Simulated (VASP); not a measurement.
# YMg2O2 (P4/mmm) in VASP: further runs

YMg2O2 is run at these levels: PBE; tasks: single point, relaxation of cell and atoms.

Program: VASP 6.6.1. These are calculated values, not measurements. Logs are shortened: lines on timing, memory, paths and dates and some standing lists are left out, and cuts for length are marked.

## 1. The cell of the first run

It takes space group P4/mmm (No. 123, tetragonal). The conventional cell has a = 3.529 Å, b = 3.529 Å, c = 5.511 Å, α = 90.00°, β = 90.00°, γ = 90.00°. Within 3.8 Å of Y (site symmetry 4/mmm) lie 8 O at 2.85 Å and 8 Mg at 3.27 Å and 4 Y at 3.53 Å. Mg (site symmetry mmm) has 4 O at 2.23 Å and 4 Mg at 2.50 Å within 3.0 Å. O (site symmetry 4mm) has 4 Mg at 2.23 Å and 2 O at 2.74 to 2.77 Å and 4 Y at 2.85 Å within 3.0 Å.

## 2. Single point, PBE

Input file INCAR:

```
ALGO = Normal
EDIFF = 1E-6
ENCUT = 520
GGA = PE
ISIF = 2
ISMEAR = 0
LASPH = True
LCHARG = False
LREAL = False
LWAVE = False
NBANDS = 22
NELM = 80
PREC = Accurate
SIGMA = 0.1
```

Input file KPOINTS:

```
k-points
0
Gamma
  10 10 8
```

Input file POSCAR:

```
YMg2O2
1.0
    3.5291132210      0.0000000000      0.0000000000
    0.0000000000      3.5291132210      0.0000000000
    0.0000000000      0.0000000000      5.5111594501
Y Mg O
1 2 2
Direct
    0.0000000000      0.0000000000      0.0000000000
    0.0000000000      0.5000000000      0.5000000000
    0.5000000000      0.0000000000      0.5000000000
    0.5000000000      0.5000000000      0.2514977389
    0.5000000000      0.5000000000      0.7485022611
```

Potentials or basis: VASP PAW PBE potentials, release 64 (Y_sv, Mg, O).

Run with:

```
> cat potpaw_PBE.64/Y_sv/POTCAR potpaw_PBE.64/Mg/POTCAR potpaw_PBE.64/O/POTCAR > POTCAR
> mpirun -np 1 vasp_std > vasp.out
```

OUTCAR:

```text
EDIFF = 1E-6
   ENCUT = 520
   GGA = PE
   ISIF = 2
   ISMEAR = 0
   LASPH = True
   LREAL = False
   NELM = 80
   PREC = Accurate

 ion  position               nearest neighbor table
   1  0.000  0.000  0.000-   4 2.85   5 2.85   4 2.85   5 2.85   4 2.85   5 2.85   4 2.85   5 2.85
                             3 3.27   2 3.27   3 3.27   2 3.27   3 3.27   3 3.27   2 3.27   2 3.27
   2  0.000  0.500  0.500-   4 2.23   5 2.23   4 2.23   5 2.23   3 2.50   3 2.50   3 2.50   3 2.50
                             1 3.27   1 3.27   1 3.27   1 3.27
   3  0.500  0.000  0.500-   4 2.23   5 2.23   4 2.23   5 2.23   2 2.50   2 2.50   2 2.50   2 2.50
                             1 3.27   1 3.27   1 3.27   1 3.27
   4  0.500  0.500  0.251-   2 2.23   3 2.23   3 2.23   2 2.23   1 2.85   1 2.85   1 2.85   1 2.85

   5  0.500  0.500  0.749-   2 2.23   3 2.23   3 2.23   2 2.23   1 2.85   1 2.85   1 2.85   1 2.85

  LATTYP: Found a simple tetragonal cell.
 ALAT       =     3.5291132210
 C/A-ratio  =     1.5616272715

  Lattice vectors:

 A1 = (   3.5291132210,   0.0000000000,   0.0000000000)
 A2 = (   0.0000000000,   3.5291132210,   0.0000000000)
 A3 = (   0.0000000000,   0.0000000000,   5.5111594501)

Analysis of symmetry for initial positions (statically):
=====================================================================
 Subroutine PRICEL returns:
 Original cell was already a primitive cell.

 Routine SETGRP: Setting up the symmetry group for a
 simple tetragonal supercell.

 Subroutine GETGRP returns: Found 16 space group operations
 (whereof 16 operations were pure point group operations)
 out of a pool of 16 trial point group operations.

The static configuration has the point symmetry D_4h.

Analysis of symmetry for dynamics (positions and initial velocities):
=====================================================================
 Subroutine PRICEL returns:
 Original cell was already a primitive cell.

 Routine SETGRP: Setting up the symmetry group for a
 simple tetragonal supercell.

 Subroutine GETGRP returns: Found 16 space group operations
 (whereof 16 operations were pure point group operations)
 out of a pool of 16 trial point group operations.

The dynamic configuration has the point symmetry D_4h.

 Subroutine INISYM returns: Found 16 space group operations
 (whereof 16 operations are pure point group operations),
 and found     1 'primitive' translations

----------------------------------------------------------------------------------------

                                     Primitive cell

  volume of cell :      68.6395

  direct lattice vectors                    reciprocal lattice vectors
     3.529113221  0.000000000  0.000000000     0.283357302  0.000000000  0.000000000
     0.000000000  3.529113221  0.000000000     0.000000000  0.283357302  0.000000000
     0.000000000  0.000000000  5.511159450     0.000000000  0.000000000  0.181450021

  length of vectors
     3.529113221  3.529113221  5.511159450     0.283357302  0.283357302  0.181450021

  position of ions in fractional coordinates (direct lattice)
     0.000000000  0.000000000  0.000000000
     0.000000000  0.500000000  0.500000000
     0.500000000  0.000000000  0.500000000
     0.500000000  0.500000000  0.251497739
     0.500000000  0.500000000  0.748502261

  ion indices of the primitive-cell ions
   primitive index   ion index
                 1           1
                 2           2
                 3           3
                 4           4
                 5           5

----------------------------------------------------------------------------------------

 KPOINTS: k-points

Automatic generation of k-mesh.
 Grid dimensions read from file:
 generate k-points for:   10   10    8

 Generating k-lattice:

  Cartesian coordinates                     Fractional coordinates (reciprocal lattice)
     0.028335730  0.000000000  0.000000000     0.100000000  0.000000000  0.000000000
     0.000000000  0.028335730  0.000000000     0.000000000  0.100000000  0.000000000
     0.000000000  0.000000000  0.022681253     0.000000000  0.000000000  0.125000000

  Length of vectors
     0.028335730  0.028335730  0.022681253

  Shift w.r.t. Gamma in fractional coordinates (k-lattice)
     0.000000000  0.000000000  0.000000000

 Subroutine IBZKPT returns following result:
 ===========================================

 Found    105 irreducible k-points:

 Following reciprocal coordinates:
            Coordinates               Weight
  0.000000  0.000000  0.000000      1.000000
  0.100000  0.000000  0.000000      4.000000
  0.200000  0.000000  0.000000      4.000000
  0.300000  0.000000  0.000000      4.000000
  0.400000  0.000000  0.000000      4.000000
  0.500000  0.000000  0.000000      2.000000
[... 16 lines left out ...]
  0.100000  0.000000  0.125000      8.000000
  0.200000  0.000000  0.125000      8.000000
 [... further k-points ...]
   k-points           NKPTS =    105   k-points in BZ     NKDIM =    105   number of bands    NBANDS=     22
   number of dos      NEDOS =    301   number of ions     NIONS =      5
   total plane-waves  NPLWV =  32928
   dimension x,y,z NGX =    28 NGY =   28 NGZ =   42
   dimension x,y,z NGXF=    56 NGYF=   56 NGZF=   84
   ions per type =               1   2   2
   NGX,Y,Z   is equivalent  to a cutoff of  13.19, 13.19, 12.67 a.u.
   NGXF,Y,Z  is equivalent  to a cutoff of  26.38, 26.38, 25.34 a.u.
 SYSTEM =  unknown system
   PREC   = accura    normal or accurate (medium, high low for compatibility)
   ISTART =      0    job   : 0-new  1-cont  2-samecut
   ICHARG =      2    charge: 1-file 2-atom 10-const
   ISPIN  =      1    spin polarized calculation?
   LNONCOLLINEAR =      F non collinear calculations
   LSORBIT =      F    spin-orbit coupling
   LASPH  =      T    aspherical Exc in radial PAW
   ENCUT  =  520.0 eV  38.22 Ry    6.18 a.u.   6.56  6.56 10.25*2*pi/ulx,y,z
   NELM   =     80;   NELMIN=  2; NELMDL= -5     # of ELM steps
   EDIFF  = 0.1E-05   stopping-criterion for ELM
   LREAL  =      F    real-space projection
   EDIFFG = 0.1E-04   stopping-criterion for IOM
   NSW    =      0    number of steps for IOM
   IBRION =     -1    ionic relax: 0-MD 1-quasi-New 2-CG
   NFREE  =      0    steps in history (QN), initial steepest desc. (CG)
   ISIF   =      2    stress and relaxation
   ISYM   =      2    0-nonsym 1-usesym 2-fastsym
   POTIM  = 0.5000    time-step for ionic-motion
   TEBEG  =    0.0;   TEEND  =   0.0 temperature during run
   PSTRESS=    0.0 pullay stress
   NELECT =      27.0000    total number of electrons
   NUPDOWN=      -1.0000    fix difference up-down
   EMIN   =  10.00;   EMAX   =-10.00  energy-range for DOS
   EFERMI =   0.00;   METHOD = LEGACY
   ISMEAR =     0;   SIGMA  =   0.10  broadening in eV -4-tet -1-fermi 0-gaus
   EFERMI_NEDOS =   21; number of points for ismear=-14 and -15
   IALGO  =     38    algorithm
   IMIX   =      4    mixing-type and parameters
     AMIX     =   0.40;   BMIX     =  1.00
     AMIX_MAG =   1.60;   BMIX_MAG =  1.00
  volume/ion in A,a.u.               =      13.73        92.64
  Fermi-wavevector in a.u.,A,eV,Ry     =   1.199512  2.266750 19.576467  1.438830
  Thomas-Fermi vector in A             =   2.335373
   LORBIT       =      0    0 simple, 1 ext, 2 COOP (PROOUT), +10 PAW based schemes
   GGA     = PE    functional components
   LHFCALC =     F    Hartree Fock is set to
   AEXX    =    0.0000 exact exchange contribution
   IVDW    =     0    specifies the selected vdW correction
   LEPSILON=     F    determine dielectric tensor
   LRPA    =     F    only Hartree local field effects (RPA)
 non-spin polarized calculation
 Gauss-broadening in eV      SIGMA  =   0.10
  energy-cutoff  :      520.00
  volume of cell :       68.64
 maximum number of plane-waves:      1884
 NGX is ok and might be reduce to    28
   NGX = 13   NGY = 13   NGZ = 21

 number of electron      27.0000003 magnetization

 Free energy of the ion-electron system (eV)
  ---------------------------------------------------
  ext. energy  EPLUGINS =         0.00000000
  ---------------------------------------------------
  free energy    TOTEN  =       -26.20637312 eV

  energy without entropy =      -26.19739925  energy(sigma->0) =      -26.20188619

 E-fermi :   6.0356     XC(G=0): -10.5080

 val. band max:        6.0336771449   @ k =   0.4000   0.1000   0.2500
 cond. band min:       6.0370483443   @ k =   0.4000   0.0000   0.1250
 fundamental gap:      0.0033711994
 Fermi energy:         6.0355983570

 k-point     1 :       0.0000    0.0000    0.0000
  band No.  band energies     occupation
      1     -37.9821      2.00000
      2     -18.0719      2.00000
      3     -17.7900      2.00000
      4     -17.7900      2.00000
      5     -13.9849      2.00000
      6     -13.0896      2.00000
[... 14 lines left out ...]
     21      11.8384      0.00000
     22      11.8384      0.00000

 k-point     2 :       0.1000    0.0000    0.0000
  band No.  band energies     occupation
      1     -37.9795      2.00000
      2     -18.0639      2.00000
      3     -17.8327      2.00000
      4     -17.7868      2.00000
      5     -13.9513      2.00000
      6     -13.0934      2.00000
[... 14 lines left out ...]
     21      11.5564      0.00000
     22      11.8947      0.00000

 k-point     3 :       0.2000    0.0000    0.0000
  band No.  band energies     occupation
      1     -37.9728      2.00000
      2     -18.0429      2.00000
      3     -17.9416      2.00000
      4     -17.7783      2.00000
      5     -13.8648      2.00000
      6     -13.1033      2.00000
[... 14 lines left out ...]
     21      11.2335      0.00000
     22      11.9044      0.00000
[... 476 lines left out ...]
 k-point    23 :       0.1000    0.0000    0.1250
  band No.  band energies     occupation
      1     -37.9795      2.00000
      2     -18.0659      2.00000
      3     -17.8326      2.00000
      4     -17.7868      2.00000
      5     -13.9223      2.00000
      6     -13.1274      2.00000
[... 14 lines left out ...]
     21      11.6363      0.00000
     22      11.9710      0.00000

 k-point    24 :       0.2000    0.0000    0.1250
  band No.  band energies     occupation
      1     -37.9728      2.00000
      2     -18.0445      2.00000
      3     -17.9412      2.00000
      4     -17.7783      2.00000
      5     -13.8409      2.00000
      6     -13.1319      2.00000
[... 14 lines left out ...]
     21      11.4630      0.00000
     22      11.9934      0.00000

 [... further k-points ...]

------------------------ aborting loop because EDIFF is reached ----------------------------------------

  FORCE on cell =-STRESS in cart. coord.  units (eV):
  Direction    XX          YY          ZZ          XY          YZ          ZX
  --------------------------------------------------------------------------------------
  -------------------------------------------------------------------------------------
  Total       -0.0472288     -0.0472288     -0.1056146      0.0000000      0.0000000     -0.0000000
  in kB       -1.1024106     -1.1024106     -2.4652466      0.0000000      0.0000000     -0.0000000
  external PRESSURE =      -1.5566893 kB  Pullay stress =       0.0000000 kB

 VOLUME and BASIS-vectors are now :
 -----------------------------------------------------------------------------
  energy-cutoff  :      520.00
  volume of cell :       68.64
      direct lattice vectors                 reciprocal lattice vectors
     3.529113221  0.000000000  0.000000000     0.283357302  0.000000000  0.000000000
     0.000000000  3.529113221  0.000000000     0.000000000  0.283357302  0.000000000
     0.000000000  0.000000000  5.511159450     0.000000000  0.000000000  0.181450021

 POSITION                                       TOTAL-FORCE (eV/Angst)
 -----------------------------------------------------------------------------------
      0.00000      0.00000      0.00000        -0.000000      0.000000      0.000000
      0.00000      1.76456      2.75558        -0.000000      0.000000      0.000000
      1.76456      0.00000      2.75558        -0.000000      0.000000      0.000000
      1.76456      1.76456      1.38604        -0.000000     -0.000000      0.033538
      1.76456      1.76456      4.12512         0.000000     -0.000000     -0.033538
 -----------------------------------------------------------------------------------
    total drift:                                0.000000      0.000000     -0.000000

  FREE ENERGIE OF THE ION-ELECTRON SYSTEM (eV)
  ---------------------------------------------------
  free  energy   TOTEN  =       -26.2063731235 eV

  energy  without entropy=      -26.1973992484  energy(sigma->0) =      -26.20188619
```

It took 57 s on 1 thread of Intel Xeon 6975P-C (Granite Rapids), shared host; peak memory 0.31 GiB.

What came out:

- Free energy: -26.2064 eV
- Pressure: -0.2 GPa
- Largest force: 0.034 eV/Å

Forces in eV/Å, atoms in the order of the input:
```
Y    0.000  0.000  0.000
Mg   0.000  0.000  0.000
Mg   0.000  0.000  0.000
O    0.000  0.000  0.034
O    0.000  0.000 -0.034
```

Caveat: an odd number of electrons without spin polarisation forces a metal; a magnetic or distorted state may lie lower.

[end of part 1 of 2]
